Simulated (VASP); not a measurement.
# ZrC (P6_3/mmc) in VASP: notebook

Runs on ZrC. Level: PBEsol. Tasks: relaxation of cell and atoms.

Program: VASP 6.6.1. These are calculated values, not measurements. Logs are shortened: lines on timing, memory, paths and dates and some standing lists are left out, and cuts for length are marked.

## Step 1: The cell of the first run

The structure is hexagonal, space group P6_3/mmc (No. 194). Conventional cell: a = 3.391 Å, b = 3.391 Å, c = 5.290 Å, α = 90.00°, β = 90.00°, γ = 120.00°. Zr (site symmetry -6m2) has 6 C at 2.36 Å within 3.1 Å. Within 3.1 Å of C (site symmetry -3m) lie 6 Zr at 2.36 Å and 2 C at 2.65 Å.

## Step 2: Relaxation of cell and atoms, PBEsol

File INCAR:

```
SYSTEM = ZrC
  PREC = Accurate
  ENCUT = 600
  EDIFF = 1E-6
  ISMEAR = 1
  SIGMA = 0.05
  LREAL = .FALSE.
  LASPH = .TRUE.
  NELM = 60
  ALGO = Normal
  ISIF = 3
  LWAVE = .FALSE.
  LCHARG = .FALSE.
  GGA = PS
  IBRION = 2
  NSW = 80
  EDIFFG = -0.02
```

File KPOINTS:

```
Automatic mesh
0
G
  8 8 4
  0 0 0
```

File POSCAR:

```
ZrC
1.0
    3.3914760000      0.0000000000      0.0000000000
   -1.6957380000      2.9371050000      0.0000000000
    0.0000000000      0.0000000000      5.2900530000
Zr C
2 2
Direct
    0.3333333333      0.6666666667      0.2500000000
    0.6666666667      0.3333333333      0.7500000000
    0.0000000000      0.0000000000      0.0000000000
    0.0000000000      0.0000000000      0.5000000000
```

Potentials or basis: VASP PAW PBE potentials, release 64 (Zr_sv, C).

The run is started by

```console
$ cat potpaw_PBE.64/Zr_sv/POTCAR potpaw_PBE.64/C/POTCAR > POTCAR
$ mpirun -np 1 vasp_std > vasp.out
```

OUTCAR:

```text
SYSTEM = ZrC
   PREC = Accurate
   ENCUT = 600
   EDIFF = 1E-6
   ISMEAR = 1
   LREAL = .FALSE.
   LASPH = .TRUE.
   NELM = 60
   ISIF = 3
   GGA = PS
   IBRION = 2
   NSW = 80
   EDIFFG = -0.02

 ion  position               nearest neighbor table
   1  0.333  0.667  0.250-   3 2.36   4 2.36   3 2.36   4 2.36   3 2.36   4 2.36   2 3.29   2 3.29
                             2 3.29   2 3.29   2 3.29   2 3.29
   2  0.667  0.333  0.750-   3 2.36   4 2.36   3 2.36   4 2.36   3 2.36   4 2.36   1 3.29   1 3.29
                             1 3.29   1 3.29   1 3.29   1 3.29
   3  0.000  0.000  0.000-   1 2.36   2 2.36   2 2.36   1 2.36   2 2.36   1 2.36
   4  0.000  0.000  0.500-   1 2.36   2 2.36   2 2.36   1 2.36   2 2.36   1 2.36

  LATTYP: Found a hexagonal cell.
 ALAT       =     3.3914760000
 C/A-ratio  =     1.5598084728

  Lattice vectors:

 A1 = (   3.3914760000,   0.0000000000,   0.0000000000)
 A2 = (  -1.6957380000,   2.9371050000,   0.0000000000)
 A3 = (   0.0000000000,   0.0000000000,   5.2900530000)

Analysis of symmetry for initial positions (statically):
=====================================================================
 Subroutine PRICEL returns:
 Original cell was already a primitive cell.

 Routine SETGRP: Setting up the symmetry group for a
 hexagonal supercell.

 Subroutine GETGRP returns: Found 24 space group operations
 (whereof 12 operations were pure point group operations)
 out of a pool of 24 trial point group operations.

The static configuration has the point symmetry D_3d.
 The point group associated with its full space group is D_6h.

Analysis of symmetry for dynamics (positions and initial velocities):
=====================================================================
 Subroutine PRICEL returns:
 Original cell was already a primitive cell.

 Routine SETGRP: Setting up the symmetry group for a
 hexagonal supercell.

 Subroutine GETGRP returns: Found 24 space group operations
 (whereof 12 operations were pure point group operations)
 out of a pool of 24 trial point group operations.

The dynamic configuration has the point symmetry D_3d.
 The point group associated with its full space group is D_6h.

 Subroutine INISYM returns: Found 24 space group operations
 (whereof 12 operations are pure point group operations),
 and found     1 'primitive' translations

----------------------------------------------------------------------------------------

                                     Primitive cell

  volume of cell :      52.6949

  direct lattice vectors                    reciprocal lattice vectors
     3.391476000  0.000000000  0.000000000     0.294856871  0.170235657  0.000000000
    -1.695738000  2.937105000  0.000000000     0.000000000  0.340471314  0.000000000
     0.000000000  0.000000000  5.290053000     0.000000000  0.000000000  0.189034023

  length of vectors
[... 76 lines left out ...]
 SYSTEM =  ZrC
   PREC   = accura    normal or accurate (medium, high low for compatibility)
   ISTART =      0    job   : 0-new  1-cont  2-samecut
   ICHARG =      2    charge: 1-file 2-atom 10-const
   ISPIN  =      1    spin polarized calculation?
   LNONCOLLINEAR =      F non collinear calculations
   LSORBIT =      F    spin-orbit coupling
   LASPH  =      T    aspherical Exc in radial PAW
   ENCUT  =  600.0 eV  44.10 Ry    6.64 a.u.   6.77  6.77 10.57*2*pi/ulx,y,z
   NELM   =     60;   NELMIN=  2; NELMDL= -5     # of ELM steps
   EDIFF  = 0.1E-05   stopping-criterion for ELM
   LREAL  =      F    real-space projection
   EDIFFG = -.2E-01   stopping-criterion for IOM
   NSW    =     80    number of steps for IOM
   IBRION =      2    ionic relax: 0-MD 1-quasi-New 2-CG
   NFREE  =      1    steps in history (QN), initial steepest desc. (CG)
   ISIF   =      3    stress and relaxation
   ISYM   =      2    0-nonsym 1-usesym 2-fastsym
   POTIM  = 0.5000    time-step for ionic-motion
   TEBEG  =    0.0;   TEEND  =   0.0 temperature during run
   PSTRESS=    0.0 pullay stress
   NELECT =      32.0000    total number of electrons
   NUPDOWN=      -1.0000    fix difference up-down
   EMIN   =  10.00;   EMAX   =-10.00  energy-range for DOS
   EFERMI =   0.00;   METHOD = LEGACY
   ISMEAR =     1;   SIGMA  =   0.05  broadening in eV -4-tet -1-fermi 0-gaus
   EFERMI_NEDOS =   21; number of points for ismear=-14 and -15
   IALGO  =     38    algorithm
   IMIX   =      4    mixing-type and parameters
     AMIX     =   0.40;   BMIX     =  1.00
     AMIX_MAG =   1.60;   BMIX_MAG =  1.00
  volume/ion in A,a.u.               =      13.17        88.90
  Fermi-wavevector in a.u.,A,eV,Ry     =   1.386337  2.619797 26.149440  1.921930
  Thomas-Fermi vector in A             =   2.510662
   LORBIT       =      0    0 simple, 1 ext, 2 COOP (PROOUT), +10 PAW based schemes
   GGA     = PS    functional components
   LHFCALC =     F    Hartree Fock is set to
   AEXX    =    0.0000 exact exchange contribution
   IVDW    =     0    specifies the selected vdW correction
   LEPSILON=     F    determine dielectric tensor
   LRPA    =     F    only Hartree local field effects (RPA)
 conjugate gradient relaxation of ions
 non-spin polarized calculation
 Methfessel and Paxton  Order N= 1 SIGMA  =   0.05
  energy-cutoff  :      600.00
  volume of cell :       52.69
 maximum number of plane-waves:      1775
 NGX is ok and might be reduce to    28
   NGX = 13   NGY = 13   NGZ = 21

--------------------------------------- Ionic step        1  -------------------------------------------

 number of electron      32.0000001 magnetization

 Free energy of the ion-electron system (eV)
  ---------------------------------------------------
  ext. energy  EPLUGINS =         0.00000000
  ---------------------------------------------------
  free energy    TOTEN  =       -40.45580417 eV

  energy without entropy =      -40.45455240  energy(sigma->0) =      -40.45538692

 E-fermi :   9.6817     XC(G=0): -12.2050

 val. band max:        9.6734236696   @ k =   0.1250   0.1250   0.2500
 cond. band min:       9.6848675215   @ k =   0.2500   0.2500   0.2500
 fundamental gap:      0.0114438519
 Fermi energy:         9.6816862793

 k-point     1 :       0.0000    0.0000    0.0000
  band No.  band energies     occupation
      1     -38.6115      2.00000
      2     -38.4969      2.00000
      3     -17.1976      2.00000
      4     -16.4967      2.00000
      5     -16.4967      2.00000
      6     -16.3977      2.00000
[... 732 lines left out ...]
--------------------------------------- Ionic step        6  -------------------------------------------

 number of electron      32.0000000 magnetization

 Free energy of the ion-electron system (eV)
  ---------------------------------------------------
  ext. energy  EPLUGINS =         0.00000000
  ---------------------------------------------------
  free energy    TOTEN  =       -40.50426846 eV

  energy without entropy =      -40.50443980  energy(sigma->0) =      -40.50432557

 E-fermi :  10.0948     XC(G=0): -12.3777

 val. band max:       10.0539719426   @ k =   0.1250   0.1250   0.2500
 cond. band min:      10.1209307036   @ k =   0.2500   0.2500   0.2500
 fundamental gap:      0.0669587610
 Fermi energy:        10.0948388451

 k-point     1 :       0.0000    0.0000    0.0000
  band No.  band energies     occupation
      1     -38.0823      2.00000
      2     -37.9543      2.00000
      3     -16.7480      2.00000
      4     -15.9449      2.00000
      5     -15.9449      2.00000
      6     -15.8429      2.00000
[... 574 lines left out ...]
  FREE ENERGIE OF THE ION-ELECTRON SYSTEM (eV)
  ---------------------------------------------------
  free  energy   TOTEN  =       -40.5042684557 eV

  energy  without entropy=      -40.5044398015  energy(sigma->0) =      -40.50432557

 reached required accuracy - stopping structural energy minimisation
```

CONTCAR:

```text
ZrC
   1.00000000000000
     3.3371632080517069   -0.0000000000000000    0.0000000000000000
    -1.6685816040258534    2.8900687123756996   -0.0000000000000000
     0.0000000000000000   -0.0000000000000000    5.2752247557520375
  Zr              C
     2     2
Direct
     0.3333333332999970    0.6666666667000030    0.2500000000000000
     0.6666666667000030    0.3333333332999970    0.7500000000000000
     0.0000000000000000    0.0000000000000000    0.0000000000000000
     0.0000000000000000    0.0000000000000000    0.5000000000000000

  0.00000000E+00  0.00000000E+00  0.00000000E+00
  0.00000000E+00  0.00000000E+00  0.00000000E+00
  0.00000000E+00  0.00000000E+00  0.00000000E+00
  0.00000000E+00  0.00000000E+00  0.00000000E+00
```

It took 68 s on 1 thread of Intel Xeon 6975P-C (Granite Rapids), shared host; peak memory 0.2 GiB.

What came out:

| Item | Value |
| --- | --- |
| Free energy | -40.5043 eV |
| Relaxed volume | 12.72 Å³/atom |
| Relaxed cell | a = 3.337 Å, b = 3.337 Å, c = 5.275 Å, α = 90.00°, β = 90.00°, γ = 120.00° |
| Space group after relaxing (to 0.1 Å) | P6_3/mmc (No. 194) |
| Energy gained by relaxing | 12.1 meV/atom |
| Ionic steps | 6 |
| Pressure after relaxing | 0.0 GPa |
| Band gap on the k mesh | zero (bands 16 and 17 overlap by 0.84 eV) |

Step by step:
| step | energy change (eV) | largest force (eV/Å) | pressure (GPa) | volume (Å³) |
| --- | --- | --- | --- | --- |
| 1 | 0.0000 | 0.0000 | -7.57 | 52.69 |
| 2 | 0.0750 | 0.0000 | 14.81 | 48.09 |
| 3 | -0.0466 | 0.0000 | 0.05 | 50.88 |
| 4 | -0.0466 | 0.0000 | 0.21 | 50.84 |
| 5 | -0.0484 | 0.0000 | 0.08 | 50.87 |
| 6 | -0.0485 | 0.0000 | 0.04 | 50.88 |

Final structure:
```xyz
4
Lattice="3.3372 0.0000 0.0000 -1.6686 2.8901 0.0000 0.0000 0.0000 5.2752" Properties=species:S:1:pos:R:3 pbc="T T T"
Zr    0.0000    1.9267    1.3188
Zr    1.6686    0.9634    3.9564
C     0.0000    0.0000    0.0000
C     0.0000    0.0000    2.6376
```

Levels at points of the mesh, in eV from the Fermi level:
```csv
k point,band 14,band 15,band 16,band 17,band 18,band 19
"(0.00, 0.00, 0.00)",-1.17,-1.17,0.80,1.19,1.19,1.69
"(0.50, 0.00, 0.00)",-3.02,-1.62,-0.75,1.37,4.22,4.32
"(0.00, 0.00, 0.50)",-2.52,-2.52,-2.52,3.43,3.43,3.43
"(0.50, 0.00, 0.50)",-2.95,-2.20,-2.20,1.42,1.42,4.21
```

Caveat: the PAW data sets were made with another functional, which shifts forces and pressure a little.

## Step 3: Relaxation of cell and atoms, PBEsol, target pressure 15 GPa, at which the enthalpy is minimised

File INCAR:

```
PREC = Accurate
ENCUT = 600
EDIFF = 1E-6
ISMEAR = 1
SIGMA = 0.05
LREAL = False
LASPH = True
NELM = 80
ALGO = Normal
ISIF = 3
LWAVE = False
LCHARG = False
GGA = PS
IBRION = 2
NSW = 80
EDIFFG = -0.02
PSTRESS = 150.0
```

File KPOINTS:

```
Automatic mesh
0
Gamma
  8 8 4
```

POSCAR is that of step 2.

Potentials or basis: VASP PAW PBE potentials, release 64 (Zr_sv, C).

The run is started by

```console
$ cat potpaw_PBE.64/Zr_sv/POTCAR potpaw_PBE.64/C/POTCAR > POTCAR
$ mpirun -np 1 vasp_std > vasp.out
```

It took 81 s on 1 thread of Intel Xeon 6975P-C (Granite Rapids), shared host; peak memory 0.2 GiB.

The run converged. Its results:

```yaml
Free_energy: -40.3742 eV
Relaxed_volume: 12.00 Å³/atom
Relaxed_cell: a = 3.273 Å, b = 3.273 Å, c = 5.174 Å, α = 90.00°, β = 90.00°, γ = 120.00°
Space_group_after_relaxing_to_0.1_Å: P6_3/mmc (No. 194)
Energy_change_on_relaxing_the_run_minimises_the_enthalpy: +20.4 meV/atom
Ionic_steps: 7
Pressure_after_relaxing: 15.2 GPa
Band_gap_on_the_k_mesh: zero (bands 16 and 17 overlap by 0.89 eV)
```

Step by step:
| step | energy change (eV) | largest force (eV/Å) | pressure (GPa) | volume (Å³) |
| --- | --- | --- | --- | --- |
| 1 | 0.0000 | 0.0000 | -7.57 | 52.69 |
| 2 | 2.6152 | 0.0000 | 94.16 | 39.77 |
| 3 | 0.0548 | 0.0000 | 13.27 | 48.34 |
| 4 | 0.0762 | 0.0000 | 14.74 | 48.10 |
| 5 | 0.0845 | 0.0000 | 15.28 | 48.01 |
| 6 | 0.0818 | 0.0000 | 15.25 | 48.01 |
| 7 | 0.0816 | 0.0000 | 15.24 | 48.02 |

Final structure:
```
Zr C
1.0
     3.27341    0.00000    0.00000
    -1.63670    2.83486    0.00000
     0.00000    0.00000    5.17425
Zr C
2 2
Direct
  0.33333 0.66667 0.25000
  0.66667 0.33333 0.75000
  0.00000 0.00000 0.00000
  0.00000 0.00000 0.50000
```

Levels at points of the mesh, in eV from the Fermi level:
```csv
k point,band 13,band 14,band 15,band 16,band 17,band 18,band 19,band 20
"(0.00, 0.00, 0.00)",-3.03,-1.23,-1.23,0.83,1.25,1.25,1.80,1.80
"(0.50, 0.00, 0.00)",-3.51,-3.06,-1.67,-0.67,1.52,4.53,4.66,4.72
"(0.00, 0.00, 0.50)",-2.65,-2.65,-2.65,-2.65,3.69,3.69,3.69,3.69
"(0.50, 0.00, 0.50)",-3.08,-3.08,-2.25,-2.25,1.55,1.55,4.54,4.54
```

Caveat: the cell is relaxed towards a set pressure, so the run minimises the enthalpy, not the energy; the PAW data sets were made with another functional, which shifts forces and pressure a little.

## Step 4: Relaxation of cell and atoms, PBEsol, target pressure 30 GPa, at which the enthalpy is minimised

Changes to INCAR since step 3:

```diff
@@ -7,3 +7,3 @@
 LASPH = True
-NELM = 80
+NELM = 100
 ALGO = Normal
@@ -16,2 +16,2 @@
 EDIFFG = -0.02
-PSTRESS = 150.0
+PSTRESS = 300.0
```

File KPOINTS:

```
regular mesh
0
Gamma
  8 8 4
```

POSCAR is that of step 3.

The run is started by

```console
$ cat potpaw_PBE.64/Zr_sv/POTCAR potpaw_PBE.64/C/POTCAR > POTCAR
$ mpirun -np 1 vasp_std > vasp.out
```

Run time: 91 s. Hardware: 1 thread of Intel Xeon 6975P-C (Granite Rapids), shared host; peak memory 0.19 GiB.

It converged, with:

| Property | Result |
| --- | --- |
| Free energy | -40.0721 eV |
| Relaxed volume | 11.46 Å³/atom |
| Relaxed cell | a = 3.224 Å, b = 3.224 Å, c = 5.094 Å, α = 90.00°, β = 90.00°, γ = 120.00° |
| Space group after relaxing (to 0.1 Å) | P6_3/mmc (No. 194) |
| Energy change on relaxing (the run minimises the enthalpy) | +95.9 meV/atom |
| Ionic steps | 7 |
| Pressure after relaxing | 30.0 GPa |
| Band gap on the k mesh | zero (bands 16 and 17 overlap by 0.94 eV) |

Step by step:
```
step  energy change (eV)  largest force (eV/Å)  pressure (GPa)  volume (Å³)
   1              0.0000                0.0000           -7.57        52.69
   2             10.0028                0.0000          250.25        32.47
   3              0.2361                0.0000           23.46        46.75
   4              0.3421                0.0000           28.21        46.09
   5              0.3867                0.0000           30.04        45.85
   6              0.3839                0.0000           30.03        45.85
   7              0.3837                0.0000           30.02        45.85
```

Final structure:
```xyz
4
Lattice="3.2240 0.0000 0.0000 -1.6120 2.7921 0.0000 0.0000 0.0000 5.0935" Properties=species:S:1:pos:R:3 pbc="T T T"
Zr    0.0000    1.8614    1.2734
Zr    1.6120    0.9307    3.8201
C     0.0000    0.0000    0.0000
C     0.0000    0.0000    2.5468
```

Levels at points of the mesh, in eV from the Fermi level:
| k point | band 13 | band 14 | band 15 | band 16 | band 17 | band 18 | band 19 | band 20 |
| --- | --- | --- | --- | --- | --- | --- | --- | --- |
| (0.00, 0.00, 0.00) | -3.15 | -1.29 | -1.29 | 0.85 | 1.30 | 1.30 | 1.88 | 1.88 |
| (0.50, 0.00, 0.00) | -3.49 | -3.08 | -1.71 | -0.59 | 1.64 | 4.78 | 4.92 | 4.99 |
| (0.00, 0.00, 0.50) | -2.76 | -2.76 | -2.76 | -2.76 | 3.91 | 3.91 | 3.91 | 3.91 |
| (0.50, 0.00, 0.50) | -3.16 | -3.16 | -2.31 | -2.31 | 1.66 | 1.66 | 4.81 | 4.81 |

Caveat: the cell is relaxed towards a set pressure, so the run minimises the enthalpy, not the energy; the PAW data sets were made with another functional, which shifts forces and pressure a little.

[end of part 1 of 2]
